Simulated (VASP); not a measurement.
# Ag (Fm-3m) in VASP: notebook

Ag is run at these levels: PBE; tasks: single point.

Program: VASP 6.6.1. These are calculated values, not measurements. Logs are shortened: lines on timing, memory, paths and dates and some standing lists are left out, and cuts for length are marked.

## (1) The cell of the first run

The structure is cubic, space group Fm-3m (No. 225). Conventional cell: a = 4.147 Å, b = 4.147 Å, c = 4.147 Å, α = 90.00°, β = 90.00°, γ = 90.00°. Ag (site symmetry m-3m) has 12 Ag at 2.93 Å within 3.9 Å.

## (2) Single point, PBE

Input file INCAR:

```
  PREC = Accurate
  ENCUT = 520
  EDIFF = 1E-7
  ISMEAR = 0
  SIGMA = 0.05
  LREAL = False
  LASPH = True
  NELM = 80
  ALGO = Normal
  ISIF = 2
  LWAVE = False
  LCHARG = False
  GGA = PE
  NBANDS = 12
```

Input file KPOINTS:

```
Automatic mesh
0
Gamma
  14 14 14
```

Input file POSCAR:

```
Ag
1.0
    0.0000000000      2.0734155408      2.0734155408
    2.0734155408      0.0000000000      2.0734155408
    2.0734155408      2.0734155408      0.0000000000
Ag
1
Direct
    0.0000000000      0.0000000000      0.0000000000
```

Potentials or basis: VASP PAW PBE potentials, release 64 (Ag).

Run with:

```sh
> cat potpaw_PBE.64/Ag/POTCAR > POTCAR
> mpirun -np 1 vasp_std > vasp.out
```

OUTCAR:

```text
PREC = Accurate
   ENCUT = 520
   EDIFF = 1E-7
   ISMEAR = 0
   LREAL = False
   LASPH = True
   NELM = 80
   ISIF = 2
   GGA = PE

 ion  position               nearest neighbor table
   1  0.000  0.000  0.000-

  LATTYP: Found a face centered cubic cell.
 ALAT       =     4.1468310816

  Lattice vectors:

 A1 = (   0.0000000000,   2.0734155408,   2.0734155408)
 A2 = (   2.0734155408,   0.0000000000,   2.0734155408)
 A3 = (   2.0734155408,   2.0734155408,   0.0000000000)

Analysis of symmetry for initial positions (statically):
=====================================================================
 Subroutine PRICEL returns:
 Original cell was already a primitive cell.

 Routine SETGRP: Setting up the symmetry group for a
 face centered cubic supercell.

 Subroutine GETGRP returns: Found 48 space group operations
 (whereof 48 operations were pure point group operations)
 out of a pool of 48 trial point group operations.

The static configuration has the point symmetry O_h .

Analysis of symmetry for dynamics (positions and initial velocities):
=====================================================================
 Subroutine PRICEL returns:
 Original cell was already a primitive cell.

 Routine SETGRP: Setting up the symmetry group for a
 face centered cubic supercell.

 Subroutine GETGRP returns: Found 48 space group operations
 (whereof 48 operations were pure point group operations)
 out of a pool of 48 trial point group operations.

The dynamic configuration has the point symmetry O_h .

 Subroutine INISYM returns: Found 48 space group operations
 (whereof 48 operations are pure point group operations),
 and found     1 'primitive' translations

----------------------------------------------------------------------------------------

                                     Primitive cell

  volume of cell :      17.8274

  direct lattice vectors                    reciprocal lattice vectors
     0.000000000  2.073415541  2.073415541    -0.241147995  0.241147995  0.241147995
     2.073415541  0.000000000  2.073415541     0.241147995 -0.241147995  0.241147995
     2.073415541  2.073415541  0.000000000     0.241147995  0.241147995 -0.241147995

  length of vectors
     2.932252378  2.932252378  2.932252378     0.417680579  0.417680579  0.417680579

  position of ions in fractional coordinates (direct lattice)
     0.000000000  0.000000000  0.000000000

  ion indices of the primitive-cell ions
   primitive index   ion index
                 1           1

----------------------------------------------------------------------------------------

 KPOINTS: Automatic mesh

Automatic generation of k-mesh.
 Grid dimensions read from file:
 generate k-points for:   14   14   14

 Generating k-lattice:

  Cartesian coordinates                     Fractional coordinates (reciprocal lattice)
    -0.017224857  0.017224857  0.017224857     0.071428571  0.000000000  0.000000000
     0.017224857 -0.017224857  0.017224857     0.000000000  0.071428571  0.000000000
     0.017224857  0.017224857 -0.017224857     0.000000000  0.000000000  0.071428571

  Length of vectors
     0.029834327  0.029834327  0.029834327

  Shift w.r.t. Gamma in fractional coordinates (k-lattice)
     0.000000000  0.000000000  0.000000000

 Subroutine IBZKPT returns following result:
 ===========================================

 Found    104 irreducible k-points:

 Following reciprocal coordinates:
            Coordinates               Weight
  0.000000  0.000000  0.000000      1.000000
  0.071429  0.000000  0.000000      8.000000
  0.142857  0.000000  0.000000      8.000000
  0.214286  0.000000  0.000000      8.000000
  0.285714  0.000000  0.000000      8.000000
  0.357143  0.000000  0.000000      8.000000
[... 16 lines left out ...]
  0.214286  0.142857  0.000000     24.000000
  0.285714  0.142857  0.000000     24.000000
 [... further k-points ...]
   k-points           NKPTS =    104   k-points in BZ     NKDIM =    104   number of bands    NBANDS=     12
   number of dos      NEDOS =    301   number of ions     NIONS =      1
   total plane-waves  NPLWV =  13824
   dimension x,y,z NGX =    24 NGY =   24 NGZ =   24
   dimension x,y,z NGXF=    48 NGYF=   48 NGZF=   48
   ions per type =               1
   NGX,Y,Z   is equivalent  to a cutoff of  13.61, 13.61, 13.61 a.u.
   NGXF,Y,Z  is equivalent  to a cutoff of  27.21, 27.21, 27.21 a.u.
 SYSTEM =  unknown system
   PREC   = accura    normal or accurate (medium, high low for compatibility)
   ISTART =      0    job   : 0-new  1-cont  2-samecut
   ICHARG =      2    charge: 1-file 2-atom 10-const
   ISPIN  =      1    spin polarized calculation?
   LNONCOLLINEAR =      F non collinear calculations
   LSORBIT =      F    spin-orbit coupling
   LASPH  =      T    aspherical Exc in radial PAW
   ENCUT  =  520.0 eV  38.22 Ry    6.18 a.u.   5.45  5.45  5.45*2*pi/ulx,y,z
   NELM   =     80;   NELMIN=  2; NELMDL= -5     # of ELM steps
   EDIFF  = 0.1E-06   stopping-criterion for ELM
   LREAL  =      F    real-space projection
   EDIFFG = 0.1E-05   stopping-criterion for IOM
   NSW    =      0    number of steps for IOM
   IBRION =     -1    ionic relax: 0-MD 1-quasi-New 2-CG
   NFREE  =      0    steps in history (QN), initial steepest desc. (CG)
   ISIF   =      2    stress and relaxation
   ISYM   =      2    0-nonsym 1-usesym 2-fastsym
   POTIM  = 0.5000    time-step for ionic-motion
   TEBEG  =    0.0;   TEEND  =   0.0 temperature during run
   PSTRESS=    0.0 pullay stress
   NELECT =      11.0000    total number of electrons
   NUPDOWN=      -1.0000    fix difference up-down
   EMIN   =  10.00;   EMAX   =-10.00  energy-range for DOS
   EFERMI =   0.00;   METHOD = LEGACY
   ISMEAR =     0;   SIGMA  =   0.05  broadening in eV -4-tet -1-fermi 0-gaus
   EFERMI_NEDOS =   21; number of points for ismear=-14 and -15
   IALGO  =     38    algorithm
   IMIX   =      4    mixing-type and parameters
     AMIX     =   0.40;   BMIX     =  1.00
     AMIX_MAG =   1.60;   BMIX_MAG =  1.00
  volume/ion in A,a.u.               =      17.83       120.31
  Fermi-wavevector in a.u.,A,eV,Ry     =   1.393722  2.633752 26.428773  1.942460
  Thomas-Fermi vector in A             =   2.517340
   LORBIT       =      0    0 simple, 1 ext, 2 COOP (PROOUT), +10 PAW based schemes
   GGA     = PE    functional components
   LHFCALC =     F    Hartree Fock is set to
   AEXX    =    0.0000 exact exchange contribution
   IVDW    =     0    specifies the selected vdW correction
   LEPSILON=     F    determine dielectric tensor
   LRPA    =     F    only Hartree local field effects (RPA)
 non-spin polarized calculation
 Gauss-broadening in eV      SIGMA  =   0.05
  energy-cutoff  :      520.00
  volume of cell :       17.83
 maximum number of plane-waves:       531
 NGX is ok and might be reduce to    24
   NGX = 11   NGY = 11   NGZ = 11

 number of electron      11.0000000 magnetization

 Free energy of the ion-electron system (eV)
  ---------------------------------------------------
  ext. energy  EPLUGINS =         0.00000000
  ---------------------------------------------------
  free energy    TOTEN  =        -2.71707045 eV

  energy without entropy =       -2.71624443  energy(sigma->0) =       -2.71665744

 E-fermi :   7.7872     XC(G=0): -11.9456

 val. band max:        7.5611486234   @ k =   0.4286   0.3571   0.0000
 cond. band min:       7.7991265831   @ k =   0.5000   0.2143   0.0714
 fundamental gap:      0.2379779597
 Fermi energy:         7.7871762331

 k-point     1 :       0.0000    0.0000    0.0000
  band No.  band energies     occupation
      1       0.3799      2.00000
      2       3.1762      2.00000
      3       3.1762      2.00000
      4       3.1762      2.00000
      5       4.1312      2.00000
      6       4.1312      2.00000
      7      23.7471      0.00000
      8      27.0616      0.00000
      9      27.0616      0.00000
     10      27.0616      0.00000
     11      31.7625      0.00000
     12      32.6271      0.00000

 k-point     2 :       0.0714    0.0000    0.0000
  band No.  band energies     occupation
      1       0.5334      2.00000
      2       3.1436      2.00000
      3       3.2168      2.00000
      4       3.2168      2.00000
      5       4.1164      2.00000
      6       4.1164      2.00000
      7      23.7315      0.00000
      8      25.8055      0.00000
      9      27.1015      0.00000
     10      27.1015      0.00000
     11      31.5706      0.00000
     12      32.4765      0.00000

 k-point     3 :       0.1429    0.0000    0.0000
  band No.  band energies     occupation
      1       0.9628      2.00000
      2       3.0875      2.00000
      3       3.3103      2.00000
      4       3.3103      2.00000
      5       4.1001      2.00000
      6       4.1001      2.00000
      7      22.5802      0.00000
      8      24.6295      0.00000
      9      27.1623      0.00000
     10      27.1623      0.00000
     11      30.5115      0.00000
     12      31.8961      0.00000
[... 286 lines left out ...]
 k-point    23 :       0.2143    0.1429    0.0000
  band No.  band energies     occupation
      1       1.6080      2.00000
      2       2.7720      2.00000
      3       3.5256      2.00000
      4       3.5866      2.00000
      5       3.9466      2.00000
      6       4.3357      2.00000
      7      22.2079      0.00000
      8      24.1389      0.00000
      9      24.2016      0.00000
     10      25.8953      0.00000
     11      28.7286      0.00000
     12      32.6876      0.00000

 k-point    24 :       0.2857    0.1429    0.0000
  band No.  band energies     occupation
      1       2.0390      2.00000
      2       2.8027      2.00000
      3       3.3950      2.00000
      4       3.6347      2.00000
      5       4.4542      2.00000
      6       4.4883      2.00000
      7      19.4703      0.00000
      8      23.5100      0.00000
      9      23.8944      0.00000
     10      25.8015      0.00000
     11      28.9257      0.00000
     12      32.4370      0.00000

 [... further k-points ...]
[... 5 lines left out ...]
  --------------------------------------------------------------------------------------
  -------------------------------------------------------------------------------------
  Total       -0.0042941     -0.0042941     -0.0042941      0.0000000      0.0000000      0.0000000
  in kB       -0.3859167     -0.3859167     -0.3859167      0.0000000      0.0000000      0.0000000
  external PRESSURE =      -0.3859167 kB  Pullay stress =       0.0000000 kB

 VOLUME and BASIS-vectors are now :
 -----------------------------------------------------------------------------
  energy-cutoff  :      520.00
  volume of cell :       17.83
      direct lattice vectors                 reciprocal lattice vectors
     0.000000000  2.073415541  2.073415541    -0.241147995  0.241147995  0.241147995
     2.073415541  0.000000000  2.073415541     0.241147995 -0.241147995  0.241147995
     2.073415541  2.073415541  0.000000000     0.241147995  0.241147995 -0.241147995

 POSITION                                       TOTAL-FORCE (eV/Angst)
 -----------------------------------------------------------------------------------
      0.00000      0.00000      0.00000         0.000000      0.000000      0.000000
 -----------------------------------------------------------------------------------
    total drift:                               -0.000000     -0.000000     -0.000000

  FREE ENERGIE OF THE ION-ELECTRON SYSTEM (eV)
  ---------------------------------------------------
  free  energy   TOTEN  =        -2.7170704505 eV

  energy  without entropy=       -2.7162444350  energy(sigma->0) =       -2.71665744
```

It took 8.3 s on 1 thread of Intel Xeon 6975P-C (Granite Rapids), shared host; peak memory 0.15 GiB.

Results:

```
Free energy : -2.7171 eV
Pressure    : 0.0 GPa
```

Levels at points of the mesh, in eV from the Fermi level:
```
           k point  band 4  band 5  band 6  band 7  band 8  band 9
(0.00, 0.00, 0.00)   -4.61   -3.66   -3.66   15.96   19.27   19.27
(0.50, 0.00, 0.00)   -2.92   -2.92   -0.24    3.40   15.19   17.45
(0.50, 0.50, 0.00)   -2.73   -2.73    1.69    6.44   10.48   10.48
```

## (3) Single point, PBE

This run uses another cell than the first one, of 17.10 Å³/atom, 0.959 times its volume.

Input file INCAR:

```
PREC = Accurate ; ENCUT = 500
EDIFF = 1E-6 ; ISMEAR = 0
SIGMA = 0.05 ; LREAL = F
LASPH = T ; NELM = 120
ALGO = Normal ; ISIF = 2
LWAVE = F ; LCHARG = F
GGA = PE ; NBANDS = 12
GGA_COMPAT = F
```

KPOINTS is that of step 2.

Input file POSCAR:

```
Ag
1.0
    0.0000000000      2.0450000000      2.0450000000
    2.0450000000      0.0000000000      2.0450000000
    2.0450000000      2.0450000000      0.0000000000
Ag
1
Direct
    0.0000000000      0.0000000000      0.0000000000
```

Potentials or basis: VASP PAW PBE potentials, release 64 (Ag).

Run with:

```sh
> cat potpaw_PBE.64/Ag/POTCAR > POTCAR
> mpirun -np 1 vasp_std > vasp.out
```

Run time: 12 s. Hardware: 1 thread of Intel Xeon Platinum 8488C (Sapphire Rapids), shared host; peak memory 0.15 GiB.

The run converged. Its results:

```yaml
Free_energy: -2.7081 eV
Pressure: 4.1 GPa
```

Levels at points of the mesh, in eV from the Fermi level:
```
           k point  band 2  band 3  band 4  band 5  band 6  band 7  band 8  band 9  band 10  band 11
(0.00, 0.00, 0.00)   -4.75   -4.75   -4.75   -3.72   -3.72   16.07   19.63   19.63    19.63    24.43
(0.50, 0.00, 0.00)   -4.77   -4.77   -2.93   -2.93   -0.34    3.64   15.30   17.89    17.89    22.86
(0.50, 0.50, 0.00)   -6.24   -2.96   -2.72   -2.72    1.66    6.77   10.70   10.70    17.19    17.26
```

## (4) Single point, PBE

This run uses another cell than the first one, of 17.58 Å³/atom, 0.986 times its volume.

Input file INCAR:

```
  ALGO = Normal
  EDIFF = 1E-6
  ENCUT = 500
  GGA = PE
  GGA_COMPAT = False
  ISIF = 2
  ISMEAR = 0
  LASPH = True
  LCHARG = True
  LELF = True
  LREAL = False
  LVHAR = True
  LWAVE = False
  NBANDS = 12
  NELM = 120
  PREC = Accurate
  SIGMA = 0.05
```

Input file KPOINTS:

```
k-points
0
Gamma
  14 14 14
```

Input file POSCAR:

```
Ag
1.0
    0.0000000000      2.0639409838      2.0639409838
    2.0639409838      0.0000000000      2.0639409838
    2.0639409838      2.0639409838      0.0000000000
Ag
1
Direct
    0.0000000000      0.0000000000      0.0000000000
```

Potentials or basis: VASP PAW PBE potentials, release 64 (Ag).

Run with:

```sh
> cat potpaw_PBE.64/Ag/POTCAR > POTCAR
> mpirun -np 1 vasp_std > vasp.out
```

OUTCAR:

```text
EDIFF = 1E-6
   ENCUT = 500
   GGA = PE
   ISIF = 2
   ISMEAR = 0
   LASPH = True
   LREAL = False
   NELM = 120
   PREC = Accurate

 ion  position               nearest neighbor table
   1  0.000  0.000  0.000-

  LATTYP: Found a face centered cubic cell.
 ALAT       =     4.1278819676

  Lattice vectors:

 A1 = (   0.0000000000,   2.0639409838,   2.0639409838)
 A2 = (   2.0639409838,   0.0000000000,   2.0639409838)
 A3 = (   2.0639409838,   2.0639409838,   0.0000000000)

Analysis of symmetry for initial positions (statically):
=====================================================================
 Subroutine PRICEL returns:
 Original cell was already a primitive cell.

 Routine SETGRP: Setting up the symmetry group for a
 face centered cubic supercell.

 Subroutine GETGRP returns: Found 48 space group operations
 (whereof 48 operations were pure point group operations)
 out of a pool of 48 trial point group operations.

The static configuration has the point symmetry O_h .

Analysis of symmetry for dynamics (positions and initial velocities):
=====================================================================
 Subroutine PRICEL returns:
[... 161 lines left out ...]
 Fermi energy:         7.9660415940

 k-point     1 :       0.0000    0.0000    0.0000
  band No.  band energies     occupation
      1       0.4649      2.00000
      2       3.3106      2.00000
      3       3.3106      2.00000
      4       3.3106      2.00000
      5       4.2893      2.00000
      6       4.2893      2.00000
      7      23.9634      0.00000
      8      27.3592      0.00000
      9      27.3592      0.00000
     10      27.3592      0.00000
     11      32.0914      0.00000
     12      33.0379      0.00000
[... 331 lines left out ...]
 k-point    24 :       0.2857    0.1429    0.0000
  band No.  band energies     occupation
      1       2.1433      2.00000
      2       2.9249      2.00000
      3       3.5336      2.00000
      4       3.7795      2.00000
      5       4.6112      2.00000
      6       4.6547      2.00000
      7      19.7597      0.00000
      8      23.8322      0.00000
      9      24.1562      0.00000
     10      26.1320      0.00000
     11      29.3098      0.00000
     12      32.7844      0.00000

 [... further k-points ...]
[... 5 lines left out ...]
  --------------------------------------------------------------------------------------
  -------------------------------------------------------------------------------------
  Total        0.1362397      0.1362397      0.1362397     -0.0000000     -0.0000000      0.0000000
  in kB       12.4134477     12.4134477     12.4134477     -0.0000000     -0.0000000      0.0000000
  external PRESSURE =      12.4134477 kB  Pullay stress =       0.0000000 kB

 VOLUME and BASIS-vectors are now :
 -----------------------------------------------------------------------------
  energy-cutoff  :      500.00
  volume of cell :       17.58
      direct lattice vectors                 reciprocal lattice vectors
     0.000000000  2.063940984  2.063940984    -0.242254989  0.242254989  0.242254989
     2.063940984  0.000000000  2.063940984     0.242254989 -0.242254989  0.242254989
     2.063940984  2.063940984  0.000000000     0.242254989  0.242254989 -0.242254989

 POSITION                                       TOTAL-FORCE (eV/Angst)
 -----------------------------------------------------------------------------------
      0.00000      0.00000      0.00000        -0.000000     -0.000000     -0.000000
 -----------------------------------------------------------------------------------
    total drift:                               -0.000000      0.000000      0.000000

  FREE ENERGIE OF THE ION-ELECTRON SYSTEM (eV)
  ---------------------------------------------------
  free  energy   TOTEN  =        -2.7161160398 eV

  energy  without entropy=       -2.7153612048  energy(sigma->0) =       -2.71573862
```

stdout:

```text
POSCAR found type information on POSCAR Ag
 POSCAR found :  1 types and       1 ions
 scaLAPACK will be used
 LDA part: xc-table for (Slater+PW92), standard interpolation
 POSCAR, INCAR and KPOINTS ok, starting setup
 FFT: planning ... GRIDC
 FFT: planning ... GRID_SOFT
 FFT: planning ... GRID
 WAVECAR not read
 entering main loop
```

Run time: 14 s. Hardware: 1 thread of Intel Xeon Platinum 8488C (Sapphire Rapids), shared host; peak memory 0.15 GiB.

Results:

```
Free energy : -2.7161 eV
Pressure    : 1.2 GPa
```

## (5) The runs side by side

| cell | cutoff (eV) | gap on the mesh (eV) | pressure (GPa) |
| --- | --- | --- | --- |
| a = 2.932 Å, angles 60.0°, 1 atom | 520 | none | 0.0 |
| a = 2.892 Å, angles 60.0°, 1 atom | 500 | none | 4.1 |
| a = 2.919 Å, angles 60.0°, 1 atom | 500 | none | 1.2 |

Alike in all rows: task single point; level PBE; potentials or basis VASP PAW PBE potentials, release 64 (Ag); no spin polarisation; k mesh 14 × 14 × 14; smearing gaussian 0.05 eV.

Absolute energies hang on the potentials; compare differences alone.
